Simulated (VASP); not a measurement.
# Bi2Te3: single point with PBEsol

Bi2Te3:

```xyz
5
Lattice="2.2659 1.3082 10.2051 -2.2659 1.3082 10.2051 0.0000 -2.6164 10.2051" Properties=species:S:1:pos:R:3 pbc="T T T"
Bi    0.0000    0.0000    5.7557
Bi    0.0000    0.0000   18.3080
Te    0.0000    0.0000   11.9094
Te    0.0000    0.0000   24.4923
Te    0.0000    0.0000    0.0000
```

* Program: VASP 6.6.1
* Task: single point
* Functional: PBEsol
* Potentials or basis: VASP PAW PBE potentials, release 64 (Bi_d, Te)
* Cutoff: 520 eV
* k mesh: 6 × 6 × 6
* Occupations: fermi-dirac, width 0.1 eV
* Spin: no spin polarisation
* Dipole correction: no
* Further INCAR settings: ALGO = Normal; EDIFF = 1e-07; NBANDS = 32

| Quantity | Value |
| --- | --- |
| Pressure | -3.9 GPa |
| Largest force | 0.942 eV/Å |
| Band gap on the k mesh | zero (bands 24 and 25 overlap by 0.12 eV) |

Forces in eV/Å, atoms in the order of the input:
```
Bi   0.000  0.000  0.430
Bi   0.000  0.000  0.507
Te   0.000  0.000  0.350
Te   0.000  0.000 -0.345
Te   0.000  0.000 -0.942
```

Stress tensor (GPa, compression positive):
```
-3.48  0.00  0.00
 0.00 -3.48  0.00
 0.00  0.00 -4.66
```

Levels at points of the mesh, in eV from the Fermi level:
```csv
k point,band 21,band 22,band 23,band 24,band 25,band 26,band 27,band 28
"(0.00, 0.00, 0.00)",-1.91,-0.52,-0.36,-0.36,-0.14,0.33,0.33,2.01
"(0.50, 0.00, 0.00)",-2.92,-1.97,-0.25,-0.22,-0.13,0.48,2.28,2.69
"(0.50, 0.50, 0.00)",-2.15,-1.68,-0.92,-0.43,0.36,1.11,1.62,2.34
"(0.50, 0.50, 0.50)",-1.77,-0.93,-0.58,-0.58,0.37,0.84,0.84,1.59
```

Wall time 12 min on 1 thread of Intel(R) Xeon(R) 6975P-C (Granite Rapids) (shared host), peak memory 0.97 GiB.

Caveat: the cell stands under tension; the PAW data sets were made with another functional, which shifts forces and pressure a little; spin-orbit coupling is left out, which moves the levels of the heavy elements.
